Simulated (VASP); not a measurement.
# Al32Si (a cell with a defect) in VASP: a series of runs

Al32Si (a cell with a defect) is run at these levels: PBE+D3(BJ); tasks: single point.

Everything below comes from runs of VASP 6.6.1. Logs are shortened: lines on timing, memory, paths and dates and some standing lists are left out, and cuts for length are marked.

**1. The cell of the first run**

The cell holds a defect, 33 atoms: a = 8.100 Å, b = 8.100 Å, c = 8.100 Å, α = 90.00°, β = 90.00°, γ = 90.00°.

**2. Single point, PBE+D3(BJ)**

INCAR

```
SYSTEM = Al32Si
  PREC = Accurate
  ENCUT = 400
  EDIFF = 1E-6
  ISMEAR = 0
  SIGMA = 0.05
  LREAL = Auto
  LASPH = .TRUE.
  NELM = 120
  ALGO = Normal
  ISIF = 2
  LWAVE = .FALSE.
  LCHARG = .TRUE.
  GGA = PE
  IVDW = 12
  LELF = .TRUE.
  LVHAR = .TRUE.
  NBANDS = 72
  GGA_COMPAT = .FALSE.
```

KPOINTS

```
Automatic mesh
0
G
  2 2 2
  0 0 0
```

POSCAR

```
Al32Si
1.0
    8.1000000000      0.0000000000      0.0000000000
    0.0000000000      8.1000000000      0.0000000000
    0.0000000000      0.0000000000      8.1000000000
Al Si
32 1
Direct
    0.4967250617     -0.0037513580     -0.0025920988
    0.7500550617      0.2444219753     -0.0348433333
    0.7501606173     -0.0251293827      0.2482280247
    0.0036862963     -0.0037438272     -0.0025641975
    0.2502890123      0.2500112346     -0.0114311111
    0.5008835802      0.4992913580      0.0007259259
    0.7502153086      0.7518564198     -0.0181006173
    0.2503688889     -0.0098244444      0.2504733333
    0.4554116049      0.2409232099      0.2465739506
    0.7500883951      0.5870422222      0.2508548148
    0.4937288889     -0.0032713580      0.5040955556
    0.7500220988      0.2299265432      0.5537437037
    0.7502833333     -0.0120169136      0.7603369136
   -0.0005418519      0.4992145679      0.0008759259
    0.2501785185      0.7466334568     -0.0045595062
    0.0457634568      0.2407922222      0.2465595062
    0.2503167901      0.5045212346      0.2491069136
    0.4822982716      0.7578896296      0.2499980247
    0.0066819753     -0.0031867901      0.5040823457
    0.2503133333      0.2519939506      0.5087079012
    0.5055906173      0.4963367901      0.4954735802
    0.7502161728      0.7623844444      0.5183167901
    0.2501817284     -0.0047583951      0.7505459259
    0.4907340741      0.2502366667      0.7524266667
    0.7502271605      0.5017835802      0.7480159259
    0.0180922222      0.7579225926      0.2499927160
   -0.0052548148      0.4961640741      0.4953160494
    0.2501949383      0.7434735802      0.5030340741
    0.0095495062      0.2502254321      0.7524339506
    0.2501681481      0.4989688889      0.7490887654
    0.4965106173      0.7453019753      0.7490612346
    0.0038818519      0.7452683951      0.7490837037
    0.7507772840      0.2948404938      0.2646790123
```

Potentials or basis: VASP PAW PBE potentials, release 64 (Al, Si).

Command:

```console
> cat potpaw_PBE.64/Al/POTCAR potpaw_PBE.64/Si/POTCAR > POTCAR
> mpirun -np 1 vasp_std > vasp.out
```

OUTCAR:

```text
SYSTEM = Al32Si
   PREC = Accurate
   ENCUT = 400
   EDIFF = 1E-6
   ISMEAR = 0
   LREAL = Auto
   LASPH = .TRUE.
   NELM = 120
   ISIF = 2
   GGA = PE
   IVDW = 12
 IVDW          = 12

 ion  position               nearest neighbor table
   1  0.497  0.996  0.997-  13 2.81  18 2.82  23 2.83  15 2.84   9 2.85   7 2.85  24 2.86  31 2.86
                             8 2.86   5 2.87   2 2.88   3 2.89
   2  0.750  0.244  0.965-  33 2.46  13 2.66  24 2.72  29 2.72  25 2.73   1 2.88   4 2.89   6 2.90
                            14 2.90   3 3.17   9 3.30  16 3.31  12 3.33
   3  0.750  0.975  0.248-  33 2.60  22 2.78  18 2.79  26 2.79   7 2.81   1 2.89   4 2.89  11 2.94
                            19 2.94  10 3.14   2 3.17   9 3.22  16 3.22  12 3.22
   4  0.004  0.996  0.997-  13 2.81  26 2.82  23 2.83  15 2.84  16 2.85   7 2.85  29 2.86  32 2.86
                             8 2.86   5 2.87   2 2.89   3 2.89
   5  0.250  0.250  0.989-  16 2.67   9 2.67  24 2.73  29 2.73  30 2.80  23 2.82   6 2.86  14 2.87
                             1 2.87   4 2.87  17 2.95   8 2.99
   6  0.501  0.499  0.001-  24 2.85  31 2.85  15 2.85  17 2.86   5 2.86  25 2.88  30 2.88   7 2.88
                             2 2.90   9 2.91  18 2.91  10 2.95
   7  0.750  0.752  0.982-  10 2.56  13 2.62  25 2.77  32 2.79  31 2.79   3 2.81   4 2.85   1 2.85
                             6 2.88  14 2.88  26 3.07  18 3.07
   8  0.250  0.990  0.250-  16 2.62   9 2.62  18 2.66  26 2.66  11 2.85  19 2.85  15 2.86  28 2.86
                             1 2.86   4 2.86  20 2.98   5 2.99
   9  0.455  0.241  0.247-  33 2.44   8 2.62   5 2.67  20 2.70  17 2.71   1 2.85  11 2.89   6 2.91
                            21 2.92   3 3.22   2 3.30  16 3.32
  10  0.750  0.587  0.251-  33 2.37   7 2.56  18 2.57  26 2.57  22 2.59  21 2.90  27 2.90   6 2.95
                            14 2.95   3 3.14
  11  0.494  0.997  0.504-  23 2.81  22 2.82  18 2.83  12 2.84  31 2.84  28 2.85   8 2.85  20 2.86
                            24 2.87   9 2.89  13 2.94   3 2.94
  12  0.750  0.230  0.554-  33 2.40  13 2.58  24 2.65  29 2.65  25 2.71  11 2.84  19 2.84  21 2.97
[... 28 lines left out ...]
                            27 2.91  14 2.91   7 3.07  22 3.07
  27  0.995  0.496  0.495-  25 2.85  20 2.87  17 2.88  28 2.88  32 2.88  29 2.88  10 2.90  26 2.91
                            30 2.92  16 2.92  22 2.93  12 2.97  33 3.17
  28  0.250  0.743  0.503-  18 2.78  26 2.78  30 2.81  31 2.82  32 2.82  17 2.82  11 2.85  19 2.85
                             8 2.86  23 2.86  21 2.88  27 2.88
  29  0.010  0.250  0.752-  12 2.65   2 2.72   5 2.73  20 2.78  30 2.80  23 2.84  14 2.85   4 2.86
                            19 2.87  27 2.88  25 2.93  13 2.99
  30  0.250  0.499  0.749-  20 2.79   5 2.80  24 2.80  29 2.80  28 2.81  32 2.82  31 2.82  15 2.83
                             6 2.88  14 2.88  21 2.92  27 2.92
  31  0.497  0.745  0.749-  22 2.78   7 2.79  28 2.82  30 2.82  15 2.82  23 2.84  11 2.84  13 2.85
                            25 2.85   6 2.85   1 2.86  21 2.88
  32  0.004  0.745  0.749-  22 2.78   7 2.79  28 2.82  30 2.82  15 2.82  23 2.84  19 2.84  13 2.84
                            25 2.85  14 2.85   4 2.86  27 2.88
  33  0.751  0.295  0.265-  10 2.37  12 2.40  16 2.43   9 2.44   2 2.46   3 2.60  27 3.17  21 3.18

  LATTYP: Found a simple cubic cell.
 ALAT       =     8.1000000000

  Lattice vectors:

 A1 = (   8.1000000000,   0.0000000000,   0.0000000000)
 A2 = (   0.0000000000,   8.1000000000,   0.0000000000)
 A3 = (   0.0000000000,   0.0000000000,   8.1000000000)

Analysis of symmetry for initial positions (statically):
=====================================================================
 Subroutine PRICEL returns:
 Original cell was already a primitive cell.

 Routine SETGRP: Setting up the symmetry group for a
 simple cubic supercell.

 Subroutine GETGRP returns: Found  1 space group operations
 (whereof  1 operations were pure point group operations)
 out of a pool of 48 trial point group operations.

The static configuration has the point symmetry C_1 .

Analysis of symmetry for dynamics (positions and initial velocities):
=====================================================================
 Subroutine PRICEL returns:
 Original cell was already a primitive cell.

 Routine SETGRP: Setting up the symmetry group for a
 simple cubic supercell.

 Subroutine GETGRP returns: Found  1 space group operations
 (whereof  1 operations were pure point group operations)
 out of a pool of 48 trial point group operations.

The dynamic configuration has the point symmetry C_1 .

 Subroutine INISYM returns: Found  1 space group operations
 (whereof  1 operations are pure point group operations),
 and found     1 'primitive' translations

----------------------------------------------------------------------------------------

                                     Primitive cell

  volume of cell :     531.4410

[... 28 lines left out ...]
 SYSTEM =  Al32Si
   PREC   = accura    normal or accurate (medium, high low for compatibility)
   ISTART =      0    job   : 0-new  1-cont  2-samecut
   ICHARG =      2    charge: 1-file 2-atom 10-const
   ISPIN  =      1    spin polarized calculation?
   LNONCOLLINEAR =      F non collinear calculations
   LSORBIT =      F    spin-orbit coupling
   LASPH  =      T    aspherical Exc in radial PAW
   ENCUT  =  400.0 eV  29.40 Ry    5.42 a.u.  13.21 13.21 13.21*2*pi/ulx,y,z
   NELM   =    120;   NELMIN=  2; NELMDL= -5     # of ELM steps
   EDIFF  = 0.1E-05   stopping-criterion for ELM
   LREAL  =      T    real-space projection
   EDIFFG = 0.1E-04   stopping-criterion for IOM
   NSW    =      0    number of steps for IOM
   IBRION =     -1    ionic relax: 0-MD 1-quasi-New 2-CG
   NFREE  =      0    steps in history (QN), initial steepest desc. (CG)
   ISIF   =      2    stress and relaxation
   ISYM   =      2    0-nonsym 1-usesym 2-fastsym
   POTIM  = 0.5000    time-step for ionic-motion
   TEBEG  =    0.0;   TEEND  =   0.0 temperature during run
   PSTRESS=    0.0 pullay stress
   NELECT =     100.0000    total number of electrons
   NUPDOWN=      -1.0000    fix difference up-down
   EMIN   =  10.00;   EMAX   =-10.00  energy-range for DOS
   EFERMI =   0.00;   METHOD = LEGACY
   ISMEAR =     0;   SIGMA  =   0.05  broadening in eV -4-tet -1-fermi 0-gaus
   EFERMI_NEDOS =   21; number of points for ismear=-14 and -15
   IALGO  =     38    algorithm
   IMIX   =      4    mixing-type and parameters
     AMIX     =   0.40;   BMIX     =  1.00
     AMIX_MAG =   1.60;   BMIX_MAG =  1.00
  volume/ion in A,a.u.               =      16.10       108.68
  Fermi-wavevector in a.u.,A,eV,Ry     =   0.938116  1.772782 11.973962  0.880061
  Thomas-Fermi vector in A             =   2.065295
   LORBIT       =      0    0 simple, 1 ext, 2 COOP (PROOUT), +10 PAW based schemes
   GGA     = PE    functional components
   LHFCALC =     F    Hartree Fock is set to
   AEXX    =    0.0000 exact exchange contribution
   IVDW    =    12    specifies the selected vdW correction
   LEPSILON=     F    determine dielectric tensor
   LRPA    =     F    only Hartree local field effects (RPA)
 non-spin polarized calculation
 Gauss-broadening in eV      SIGMA  =   0.05
  energy-cutoff  :      400.00
  volume of cell :      531.44
 maximum number of plane-waves:      9771
 NGX is ok and might be reduce to    54
   NGX = 27   NGY = 27   NGZ = 27

 number of electron     100.0000001 magnetization

 Free energy of the ion-electron system (eV)
  ---------------------------------------------------
  ext. energy  EPLUGINS =         0.00000000
  ---------------------------------------------------
  free energy    TOTEN  =      -123.96317351 eV

  energy without entropy =     -123.95639784  energy(sigma->0) =     -123.95978567

 E-fermi :   7.9364     XC(G=0): -10.2850

 val. band max:        7.8902950964   @ k =   0.0000   0.0000   0.5000
 cond. band min:       7.9616868842   @ k =   0.0000   0.5000   0.0000
 fundamental gap:      0.0713917878
 Fermi energy:         7.9364236168

 k-point     1 :       0.0000    0.0000    0.0000
  band No.  band energies     occupation
      1      -3.2249      2.00000
      2      -1.6635      2.00000
      3      -1.0110      2.00000
      4      -0.9648      2.00000
      5      -0.7140      2.00000
      6      -0.7123      2.00000
[... 509 lines left out ...]
     61      10.9430      0.00000
     62      11.2350      0.00000
 [bands above 62 left out]

------------------------ aborting loop because EDIFF is reached ----------------------------------------

 Edisp (eV)  -11.42681

 E8    (eV) :    -5.0995

  FORCE on cell =-STRESS in cart. coord.  units (eV):
  Direction    XX          YY          ZZ          XY          YZ          ZX
  --------------------------------------------------------------------------------------
  -------------------------------------------------------------------------------------
  Total      -0.42570     1.61317    -0.17763    -0.02934    -1.00182    -0.00670
  in kB      -1.28340     4.86336    -0.53551    -0.08845    -3.02027    -0.02020
  external pressure =        1.01 kB  Pullay stress =        0.00 kB

 VOLUME and BASIS-vectors are now :
 -----------------------------------------------------------------------------
  energy-cutoff  :      400.00
  volume of cell :      531.44
      direct lattice vectors                 reciprocal lattice vectors
     8.100000000  0.000000000  0.000000000     0.123456790  0.000000000  0.000000000
     0.000000000  8.100000000  0.000000000     0.000000000  0.123456790  0.000000000
     0.000000000  0.000000000  8.100000000     0.000000000  0.000000000  0.123456790

 POSITION                                       TOTAL-FORCE (eV/Angst)
 -----------------------------------------------------------------------------------
      4.02347      8.06961      8.07900        -0.001653      0.000006     -0.008739
      6.07545      1.97982      7.81777         0.000789     -0.015978     -0.086278
      6.07630      7.89645      2.01065         0.000656     -0.035054      0.012777
      0.02986      8.06967      8.07923         0.002204      0.000822     -0.008739
      2.02734      2.02509      8.00741         0.001603      0.003172     -0.003264
      4.05716      4.04426      0.00588         0.000774      0.003541      0.003810
[... 25 lines left out ...]
      0.03144      6.03667      6.06758        -0.007685      0.006340      0.005416
      6.08130      2.38821      2.14390        -0.004647     -0.128340     -0.072932
 -----------------------------------------------------------------------------------
    total drift:                                0.001005      0.001193     -0.007538

  FREE ENERGIE OF THE ION-ELECTRON SYSTEM (eV)
  ---------------------------------------------------
  free  energy   TOTEN  =      -135.3899864496 eV

  energy  without entropy=     -135.3832107810  energy(sigma->0) =     -135.38659862
```

Run time: 5.5 min. Hardware: 1 thread of Intel Xeon Platinum 8259CL at 2.50GHz (Skylake/Cascade Lake), shared host; peak memory 0.44 GiB.

Results:

* Free energy: -135.3900 eV
* Pressure: 0.1 GPa
* Largest force: 0.148 eV/Å
* Band gap on the k mesh: zero (band 50 reaches 8.49 eV, above the bottom of band 51 at 7.40 eV)
* Dispersion energy per atom: -0.346 eV

Forces on the atoms (eV/Å):
```
Al  -0.002  0.000 -0.009
Al   0.001 -0.016 -0.086
Al   0.001 -0.035  0.013
Al   0.002  0.001 -0.009
Al   0.002  0.003 -0.003
Al   0.001  0.004  0.004
Al   0.000  0.045  0.049
Al   0.000 -0.026  0.013
Al  -0.043  0.012  0.012
Al   0.002 -0.110 -0.006
Al   0.035  0.015  0.010
Al   0.001  0.131  0.038
Al  -0.001 -0.014 -0.067
Al  -0.001  0.003  0.003
Al   0.001  0.003  0.013
Al   0.041  0.013  0.012
Al   0.000  0.025  0.009
Al   0.037 -0.001  0.005
Al  -0.036  0.014  0.009
Al   0.001 -0.007  0.017
Al  -0.014  0.000  0.018
Al   0.001 -0.040 -0.038
Al   0.001 -0.004 -0.006
Al  -0.020  0.007  0.003
Al   0.001  0.044  0.028
Al  -0.039 -0.002  0.007
Al   0.014  0.001  0.018
Al  -0.002  0.024 -0.003
Al   0.020  0.008  0.003
Al   0.000  0.016  0.001
Al   0.008  0.007  0.008
Al  -0.008  0.006  0.005
Si  -0.005 -0.128 -0.073
```

Stress tensor (GPa, compression positive):
```
-0.13 -0.01  0.00
-0.01  0.49 -0.30
 0.00 -0.30 -0.05
```

Levels at points of the mesh, in eV from the Fermi level:
```
           k point  band 45  band 46  band 47  band 48  band 49  band 50  band 51  band 52  band 53  band 54
(0.00, 0.00, 0.00)    -0.43    -0.24    -0.07    -0.06     0.46     0.47     0.52     0.52     0.63     0.65
(0.50, 0.00, 0.00)    -0.66    -0.44    -0.34    -0.32    -0.20    -0.16    -0.05     0.15     0.59     0.77
(0.00, 0.50, 0.00)    -0.63    -0.60    -0.34    -0.31    -0.31    -0.18     0.03     0.18     0.72     0.83
(0.00, 0.00, 0.50)    -0.67    -0.46    -0.33    -0.32    -0.22    -0.14    -0.05     0.15     0.58     0.77
(0.50, 0.50, 0.00)    -0.62    -0.49    -0.47    -0.29     0.49     0.55     0.71     0.76     1.01     1.06
(0.00, 0.50, 0.50)    -0.62    -0.49    -0.46    -0.29     0.50     0.54     0.72     0.75     1.01     1.07
(0.50, 0.00, 0.50)    -0.77    -0.47    -0.46    -0.29     0.46     0.47     0.72     0.83     1.03     1.03
(0.50, 0.50, 0.50)    -0.72    -0.69    -0.65    -0.62    -0.56    -0.55    -0.54    -0.48    -0.42    -0.23
```

Caveat: the k points lie up to 0.39 Å⁻¹ apart.

**3. Single point, PBE+D3(BJ)**

INCAR

```
SYSTEM = Al32Si
ALGO = Normal
EDIFF = 1E-6
ENCUT = 400
GGA = PE
GGA_COMPAT = .False.
ISIF = 2
ISMEAR = 0
IVDW = 12
LASPH = .True.
LCHARG = .False.
LREAL = Auto
LWAVE = .False.
NBANDS = 72
NELM = 120
PREC = Accurate
SIGMA = 0.05
```

KPOINTS

```
k-points
0
Gamma
  2 2 2
  0 0 0
```

POSCAR

```
Al32Si
1.0
    8.1000000000      0.0000000000      0.0000000000
    0.0000000000      8.1000000000      0.0000000000
    0.0000000000      0.0000000000      8.1000000000
Al Si
32 1
Direct
    0.4968702469     -0.0033501235      0.0001495062
    0.7502482716      0.2490802469     -0.0117690123
    0.7501983951     -0.0152149383      0.2464802469
    0.0035167901     -0.0033583951      0.0001908642
    0.2501680247      0.2500906173     -0.0101925926
    0.4998661728      0.4997212346      0.0005850617
    0.7501609877      0.7416007407     -0.0301560494
    0.2502670370     -0.0021895062      0.2483433333
    0.4660690123      0.2385132099      0.2441077778
    0.7503265432      0.6162986420      0.2531585185
    0.4840571605     -0.0059982716      0.5028660494
    0.7502124691      0.1971756790      0.5450934568
    0.7502295062     -0.0076281481      0.7787407407
    0.0004929630      0.4997358025      0.0006829630
    0.2501949383      0.7466609877     -0.0070974074
    0.0344458025      0.2384959259      0.2440891358
    0.2502443210      0.4988323457      0.2477937037
    0.4723971605      0.7592744444      0.2493774074
    0.0163776543     -0.0059686420      0.5028664198
    0.2502423457      0.2548418519      0.5054876543
    0.5089871605      0.4971159259      0.4919564198
    0.7501374074      0.7741056790      0.5288419753
    0.2501951852     -0.0029322222      0.7532814815
    0.4958397531      0.2489725926      0.7526446914
    0.7501892593      0.4905133333      0.7409937037
    0.0281451852      0.7593276543      0.2493680247
   -0.0085348148      0.4970648148      0.4919177778
    0.2502476543      0.7378804938      0.5049190123
    0.0044649383      0.2489495062      0.7527067901
    0.2501504938      0.4958793827      0.7501544444
    0.4943695062      0.7446062963      0.7484609877
    0.0060012346      0.7445941975      0.7485350617
    0.7502546914      0.3299022222      0.2857286420
```

Potentials or basis: VASP PAW PBE potentials, release 64 (Al, Si).

Command:

```console
> cat potpaw_PBE.64/Al/POTCAR potpaw_PBE.64/Si/POTCAR > POTCAR
> mpirun -np 1 vasp_std > vasp.out
```

Wall time 5.7 min (1 thread of Intel Xeon Platinum 8259CL at 2.50GHz (Skylake/Cascade Lake), shared host); peak memory 0.43 GiB.

It converged, with:

```
Free energy                : -135.1227 eV
Pressure                   : 0.3 GPa
Largest force              : 0.266 eV/Å
Band gap on the k mesh     : zero (band 50 reaches 8.54 eV, above the bottom of band 51 at 7.42 eV)
Dispersion energy per atom : -0.346 eV
```

Forces on the atoms (eV/Å):
```
Al   0.014 -0.014 -0.012
Al  -0.003 -0.066 -0.142
Al   0.001  0.017  0.074
Al  -0.013 -0.015 -0.012
Al   0.002 -0.008 -0.003
Al   0.002 -0.002  0.013
Al  -0.001  0.043  0.061
Al   0.000 -0.038  0.031
Al  -0.069 -0.005  0.011
Al  -0.003 -0.062  0.043
Al   0.070  0.020  0.021
Al  -0.001  0.258  0.066
Al  -0.001 -0.042 -0.098
Al  -0.001 -0.001  0.011
Al   0.002 -0.003  0.014
Al   0.067 -0.005  0.013
Al   0.000  0.020  0.016
Al   0.024  0.003  0.012
Al  -0.071  0.018  0.022
Al  -0.002 -0.006  0.014
Al   0.029 -0.027 -0.013
Al   0.003 -0.027 -0.009
Al  -0.001 -0.005 -0.010
Al  -0.027  0.011  0.017
Al   0.001  0.045  0.047
Al  -0.023  0.003  0.015
Al  -0.029 -0.025 -0.011
Al  -0.003  0.017  0.001
Al   0.031  0.011  0.014
Al   0.001  0.004 -0.008
Al   0.008 -0.006  0.011
Al  -0.009 -0.005  0.006
Si   0.000 -0.108 -0.216
```

Stress tensor (GPa, compression positive):
```
 0.21  0.00  0.00
 0.00  0.50 -0.73
 0.00 -0.73  0.17
```

Levels at points of the mesh, in eV from the Fermi level:
| k point | band 45 | band 46 | band 47 | band 48 | band 49 | band 50 | band 51 | band 52 | band 53 | band 54 |
| --- | --- | --- | --- | --- | --- | --- | --- | --- | --- | --- |
| (0.00, 0.00, 0.00) | -0.45 | -0.39 | -0.10 | -0.01 | 0.34 | 0.40 | 0.46 | 0.52 | 0.66 | 0.72 |
| (0.50, 0.00, 0.00) | -0.63 | -0.36 | -0.30 | -0.27 | -0.15 | -0.13 | -0.07 | 0.08 | 0.42 | 0.80 |
| (0.00, 0.50, 0.00) | -0.61 | -0.51 | -0.42 | -0.32 | -0.29 | -0.15 | 0.05 | 0.13 | 0.77 | 0.79 |
| (0.00, 0.00, 0.50) | -0.71 | -0.33 | -0.29 | -0.27 | -0.17 | -0.10 | -0.05 | 0.01 | 0.35 | 0.78 |
| (0.50, 0.50, 0.00) | -0.67 | -0.49 | -0.46 | -0.30 | 0.47 | 0.60 | 0.71 | 0.77 | 0.98 | 1.00 |
| (0.00, 0.50, 0.50) | -0.67 | -0.49 | -0.45 | -0.26 | 0.50 | 0.56 | 0.73 | 0.78 | 0.95 | 0.98 |
| (0.50, 0.00, 0.50) | -0.98 | -0.46 | -0.43 | -0.28 | 0.42 | 0.49 | 0.75 | 0.85 | 0.97 | 1.00 |
| (0.50, 0.50, 0.50) | -0.69 | -0.64 | -0.62 | -0.59 | -0.55 | -0.54 | -0.53 | -0.44 | -0.41 | -0.31 |

Caveat: the k points lie up to 0.39 Å⁻¹ apart.
